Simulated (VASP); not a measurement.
Ge: single point with PBEsol

The system is Ge.

```
Ge
1.0
    -2.56301    2.56301    1.39666
     2.56301   -2.56301    1.39666
     2.56301    2.56301   -1.39666
Ge
2
Direct
  0.23658 0.73658 0.50000
  0.51342 0.51342 0.00000
```

This cell differs from its parent crystal: atoms displaced along a vibrational mode.

```json
{"Program": "VASP 6.6.1", "Task": "single point", "Functional": "PBEsol", "Potentials or basis": "VASP PAW PBE potentials, release 64 (Ge_d)", "Cutoff": "520 eV", "k mesh": "24 × 24 × 24", "Occupations": "gaussian, width 0.15 eV", "Spin": "no spin polarisation", "Dipole correction": "no", "Further INCAR settings": "ALGO = Normal; EDIFF = 1e-06; NBANDS = 21"}
```

| Item | Value |
| --- | --- |
| Pressure | -0.1 GPa |
| Largest force | 0.049 eV/Å |
| Band gap on the k mesh | zero (bands 14 and 15 overlap by 5.59 eV) |

Forces on the atoms (eV/Å):
```
Ge   0.000  0.000  0.049
Ge   0.000  0.000 -0.049
```

Stress tensor (GPa, compression positive):
```
-1.20  0.00  0.00
 0.00  0.50  0.00
 0.00  0.00  0.41
```

Levels at points of the mesh, in eV from the Fermi level:
```
           k point  band 11  band 12  band 13  band 14  band 15  band 16  band 17  band 18
(0.00, 0.00, 0.00)   -13.39    -3.98    -2.38    -2.30     3.25     7.61     7.80     8.17
(0.50, 0.00, 0.00)    -8.04    -6.56    -2.53    -2.02    -1.23     2.24     3.68     5.44
(0.50, 0.00, 0.50)    -8.13    -6.32    -2.69    -2.01    -1.51     2.65     3.55     5.73
(0.50, 0.50, 0.00)   -10.61   -10.61     0.64     0.64     1.98     1.98     7.52     7.52
(0.50, 0.50, 0.50)    -8.90    -8.86    -5.99    -5.96     5.85     6.42    11.11    11.27
```

Run time: 27 min on 1 thread of AMD EPYC 7R43 64-Core Processor (Zen 3) (shared host), peak memory 1.1 GiB.

Caveat: the cell differs from its parent crystal (atoms displaced along a vibrational mode); the PAW data sets were made with another functional, which shifts forces and pressure a little.
